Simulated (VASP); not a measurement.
# Sn (I4_1/amd) in VASP: a series of runs, part 2 of 2

VASP 6.6.1. The steps go on from the part before.

**3. Single point, r2SCAN**

File POSCAR:

```
Sn
1.0
   -2.9524225245      2.9524225245      1.5827066202
    2.9524225245     -2.9524225245      1.5827066202
    2.9524225245      2.9524225245     -1.5827066202
Sn
2
Direct
    0.0000000000      0.0000000000      0.0000000000
    0.7500000000      0.2500000000      0.5000000000
```

File INCAR.step1:

```
SYSTEM = Sn
PREC = Accurate ; ENCUT = 520
ISMEAR = -1 ; SIGMA = 0.134
LREAL = .FALSE. ; LASPH = .TRUE.
NELM = 100 ; NBANDS = 21
GGA = PE ; ALGO = Normal
EDIFF = 1E-4 ; LWAVE = .TRUE.
LCHARG = .FALSE.
```

File INCAR.step2:

```
SYSTEM = Sn
PREC = Accurate ; ENCUT = 520
EDIFF = 1E-6 ; ISMEAR = -1
SIGMA = 0.134 ; LREAL = .FALSE.
LASPH = .TRUE. ; NELM = 100
ALGO = Normal ; ISIF = 2
LWAVE = .FALSE. ; LCHARG = .TRUE.
METAGGA = R2SCAN ; LMIXTAU = .TRUE.
LELF = .TRUE. ; LVHAR = .TRUE.
NBANDS = 21 ; ISTART = 1
```

File KPOINTS:

```
regular mesh
0
G
  6 6 6
  0 0 0
```

Potentials or basis: VASP PAW PBE potentials, release 64 (Sn_d).

Command:

```console
cat potpaw_PBE.64/Sn_d/POTCAR > POTCAR
cp INCAR.step1 INCAR
mpirun -np 1 vasp_std > vasp.out
cp INCAR.step2 INCAR
mpirun -np 1 vasp_std > vasp.out
```

Wall time 4.6 min (1 thread of Intel Xeon 8259CL, shared host); peak memory 0.22 GiB.

It converged, with:

| Item | Value |
| --- | --- |
| Free energy | -49.2679 eV |
| Pressure | 0.0 GPa |
| Band gap on the k mesh | zero (bands 14 and 15 overlap by 3.78 eV) |

Levels at points of the mesh, in eV from the Fermi level:
| k point | band 12 | band 13 | band 14 | band 15 | band 16 | band 17 |
| --- | --- | --- | --- | --- | --- | --- |
| (0.00, 0.00, 0.00) | -3.99 | -2.28 | -2.28 | 3.21 | 6.22 | 6.22 |
| (0.50, 0.00, 0.00) | -5.62 | -2.47 | -2.00 | -1.28 | 2.45 | 2.86 |
| (0.50, 0.50, 0.00) | -9.35 | 0.37 | 0.37 | 1.53 | 1.53 | 6.50 |
| (0.50, 0.50, 0.50) | -8.02 | -5.06 | -5.06 | 5.49 | 5.49 | 9.44 |

Caveat: the k points lie up to 0.38 Å⁻¹ apart, too coarse for converged energies and pressures of a metal; the PAW data sets were made with another functional, which shifts forces and pressure a little; spin-orbit coupling is left out, which moves the levels of the heavy elements.

**4. Relaxation of cell and atoms, r2SCAN**

This run uses another cell than the first one, of 27.71 Å³/atom.

File POSCAR:

```
Sn
1.0
   -2.9393142600      2.9393142600      1.6035139400
    2.9393142600     -2.9393142600      1.6035139400
    2.9393142600      2.9393142600     -1.6035139400
Sn
2
Direct
    0.0000000000      0.0000000000      0.0000000000
    0.7500000000      0.2500000000      0.5000000000
```

File INCAR.step1:

```
SYSTEM = Sn
ALGO = Normal
EDIFF = 1E-4
ENCUT = 600
GGA = PE
ISMEAR = -1
LASPH = .True.
LCHARG = .False.
LREAL = .False.
LWAVE = .True.
NELM = 80
PREC = Accurate
SIGMA = 0.134
```

File INCAR.step2:

```
SYSTEM = Sn
ALGO = Normal
EDIFF = 1E-6
EDIFFG = -0.01
ENCUT = 600
IBRION = 2
ISIF = 3
ISMEAR = -1
ISTART = 1
LASPH = .True.
LCHARG = .False.
LMIXTAU = .True.
LREAL = .False.
LWAVE = .False.
METAGGA = R2SCAN
NELM = 80
NSW = 60
PREC = Accurate
SIGMA = 0.134
```

File KPOINTS:

```
k-points
0
Gamma
  6 6 6
  0 0 0
```

Command:

```console
cat potpaw_PBE.64/Sn_d/POTCAR > POTCAR
cp INCAR.step1 INCAR
mpirun -np 1 vasp_std > vasp.out
cp INCAR.step2 INCAR
mpirun -np 1 vasp_std > vasp.out
```

Run time: 8.3 min. Hardware: 1 thread of Intel Xeon 8259CL, shared host; peak memory 0.24 GiB.

It converged, with:

| Quantity | Value |
| --- | --- |
| Free energy | -49.2700 eV |
| Relaxed volume | 27.60 Å³/atom |
| Relaxed cell | a = 4.466 Å, b = 4.466 Å, c = 4.466 Å, α = 97.22°, β = 97.22°, γ = 138.48° |
| Space group after relaxing (to 0.1 Å) | I4_1/amd (No. 141) |
| Energy gained by relaxing | 1.6 meV/atom |
| Ionic steps | 3 |
| Pressure after relaxing | 0.0 GPa |
| Band gap on the k mesh | zero (bands 14 and 15 overlap by 3.78 eV) |

Step by step:
```csv
step,energy change (eV),largest force (eV/Å),pressure (GPa),volume (Å³)
1,0.0000,0.0000,-0.11,55.41
2,-0.0030,0.0000,-0.01,55.26
3,-0.0032,0.0000,0.00,55.20
```

Final structure:
```yaml
crystal:
  lattice:
    - [-2.95265, 2.95265, 1.58302]
    - [2.95265, -2.95265, 1.58302]
    - [2.95265, 2.95265, -1.58302]
  atoms:
    - { symbol: Sn, position: [0.00000, 0.00000, 0.00000] }
    - { symbol: Sn, position: [0.75000, 0.25000, 0.50000] }
```

Levels at points of the mesh, in eV from the Fermi level:
```tsv
k point	band 12	band 13	band 14	band 15	band 16	band 17
(0.00, 0.00, 0.00)	-3.99	-2.28	-2.28	3.21	6.22	6.22
(0.50, 0.00, 0.00)	-5.62	-2.47	-2.00	-1.28	2.45	2.86
(0.50, 0.50, 0.00)	-9.35	0.37	0.37	1.53	1.53	6.50
(0.50, 0.50, 0.50)	-8.01	-5.06	-5.06	5.49	5.49	9.44
```

Caveat: the k points lie up to 0.38 Å⁻¹ apart in the final cell, too coarse for converged energies and pressures of a metal; the PAW data sets were made with another functional, which shifts forces and pressure a little; spin-orbit coupling is left out, which moves the levels of the heavy elements.

**5. Relaxation of cell and atoms, r2SCAN**

This run uses another cell than the first one, of 27.71 Å³/atom.

POSCAR is that of step 4.

File INCAR.step1:

```
  ALGO = Normal
  EDIFF = 1E-4
  ENCUT = 600
  GGA = PE
  ISMEAR = -1
  LASPH = True
  LCHARG = False
  LREAL = False
  LWAVE = True
  NELM = 60
  PREC = Accurate
  SIGMA = 0.134
```

File INCAR.step2:

```
  ALGO = Normal
  EDIFF = 1E-6
  EDIFFG = -0.01
  ENCUT = 600
  IBRION = 2
  ISIF = 3
  ISMEAR = -1
  ISTART = 1
  LASPH = True
  LCHARG = False
  LMIXTAU = True
  LREAL = False
  LWAVE = False
  METAGGA = R2SCAN
  NELM = 60
  NSW = 60
  PREC = Accurate
  SIGMA = 0.134
```

File KPOINTS:

```
k-points
0
Gamma
  6 6 6
```

Potentials or basis: VASP PAW PBE potentials, release 64 (Sn_d).

Command:

```console
cat potpaw_PBE.64/Sn_d/POTCAR > POTCAR
cp INCAR.step1 INCAR
mpirun -np 1 vasp_std > vasp.out
cp INCAR.step2 INCAR
mpirun -np 1 vasp_std > vasp.out
```

OUTCAR:

```text
EDIFF = 1E-6
   EDIFFG = -0.01
   ENCUT = 600
   IBRION = 2
   ISIF = 3
   ISMEAR = -1
   ISTART = 1
   LASPH = True
   LREAL = False
   METAGGA = R2SCAN
   NELM = 60
   NSW = 60
   PREC = Accurate

 ion  position               nearest neighbor table
   1  0.000  0.000  0.000-   2 3.05   2 3.05   2 3.05   2 3.05
   2  0.750  0.250  0.500-   1 3.05   1 3.05   1 3.05   1 3.05

  LATTYP: Found a body centered tetragonal cell.
 ALAT       =     5.8786285200
 C/A-ratio  =     0.5455401492

  Lattice vectors:

 A1 = (  -2.9393142600,   2.9393142600,   1.6035139400)
 A2 = (   2.9393142600,  -2.9393142600,   1.6035139400)
 A3 = (   2.9393142600,   2.9393142600,  -1.6035139400)

Analysis of symmetry for initial positions (statically):
=====================================================================
 Subroutine PRICEL returns:
 Original cell was already a primitive cell.

 Routine SETGRP: Setting up the symmetry group for a
 body centered tetragonal supercell.

 Subroutine GETGRP returns: Found 16 space group operations
 (whereof  8 operations were pure point group operations)
 out of a pool of 16 trial point group operations.
[... 168 lines left out ...]

  FORCE on cell =-STRESS in cart. coord.  units (eV):
  Direction    XX          YY          ZZ          XY          YZ          ZX
  --------------------------------------------------------------------------------------
  -------------------------------------------------------------------------------------
  Total        0.1396097      0.1396097     -0.3934263      0.0000000      0.0000000     -0.0000000
  in kB        4.0364656      4.0364656    -11.3749429      0.0000000      0.0000000     -0.0000000
  external PRESSURE =      -1.1006706 kB  Pullay stress =       0.0000000 kB
[... 59 lines left out ...]
--------------------------------------- Ionic step        3  -------------------------------------------

 number of electron      27.9999991 magnetization

 Free energy of the ion-electron system (eV)
  ---------------------------------------------------
  ext. energy  EPLUGINS =         0.00000000
  ---------------------------------------------------
  free energy    TOTEN  =       -49.27004977 eV

  energy without entropy =      -49.20705005  energy(sigma->0) =      -49.23854991

 E-fermi :   7.8135     XC(G=0): -11.0384

 val. band max:        7.8013533422   @ k =  -0.1667  -0.1667   0.1667
 cond. band min:       7.8749937457   @ k =  -0.1667   0.3333   0.1667
 fundamental gap:      0.0736404035
 Fermi energy:         7.8135218668

 k-point     1 :       0.0000    0.0000    0.0000
  band No.  band energies     occupation
      1     -14.6226      2.00000
      2     -14.5568      2.00000
      3     -14.5032      2.00000
      4     -14.4900      2.00000
      5     -14.3245      2.00000
      6     -14.3245      2.00000
[... 481 lines left out ...]
      5     -14.4011      2.00000
      6     -14.3829      2.00000
[... 10 lines left out ...]
     17      11.0257      0.00000
     18      12.0284      0.00000

 [... further k-points ...]
[... 5 lines left out ...]
  --------------------------------------------------------------------------------------
  -------------------------------------------------------------------------------------
  Total       -0.0015597     -0.0015597     -0.0009559      0.0000000      0.0000000      0.0000000
  in kB       -0.0452666     -0.0452666     -0.0277442      0.0000000      0.0000000      0.0000000
  external PRESSURE =      -0.0394258 kB  Pullay stress =       0.0000000 kB
[... 17 lines left out ...]
  FREE ENERGIE OF THE ION-ELECTRON SYSTEM (eV)
  ---------------------------------------------------
  free  energy   TOTEN  =       -49.2700497713 eV

  energy  without entropy=      -49.2070500487  energy(sigma->0) =      -49.23854991

 reached required accuracy - stopping structural energy minimisation
```

Wall time 8 min (1 thread of Intel Xeon 8259CL, shared host); peak memory 0.24 GiB.

What came out:

* Free energy: -49.2700 eV
* Relaxed volume: 27.60 Å³/atom
* Relaxed cell: a = 4.466 Å, b = 4.466 Å, c = 4.466 Å, α = 97.22°, β = 97.22°, γ = 138.48°
* Space group after relaxing (to 0.1 Å): I4_1/amd (No. 141)
* Energy gained by relaxing: 1.6 meV/atom
* Ionic steps: 3
* Pressure after relaxing: 0.0 GPa
* Band gap on the k mesh: zero (bands 14 and 15 overlap by 3.78 eV)

The path:
| step | energy change (eV) | largest force (eV/Å) | pressure (GPa) | volume (Å³) |
| --- | --- | --- | --- | --- |
| 1 | 0.0000 | 0.0000 | -0.11 | 55.41 |
| 2 | -0.0030 | 0.0000 | -0.01 | 55.26 |
| 3 | -0.0032 | 0.0000 | 0.00 | 55.20 |

Final structure:
```yaml
crystal:
  lattice:
    - [-2.95265, 2.95265, 1.58302]
    - [2.95265, -2.95265, 1.58302]
    - [2.95265, 2.95265, -1.58302]
  atoms:
    - { symbol: Sn, position: [0.00000, 0.00000, 0.00000] }
    - { symbol: Sn, position: [0.75000, 0.25000, 0.50000] }
```

Caveat: the k points lie up to 0.38 Å⁻¹ apart in the final cell, too coarse for converged energies and pressures of a metal; the PAW data sets were made with another functional, which shifts forces and pressure a little; spin-orbit coupling is left out, which moves the levels of the heavy elements.

The gap in the log of VASP goes by the Fermi energy; the results here count the filled bands.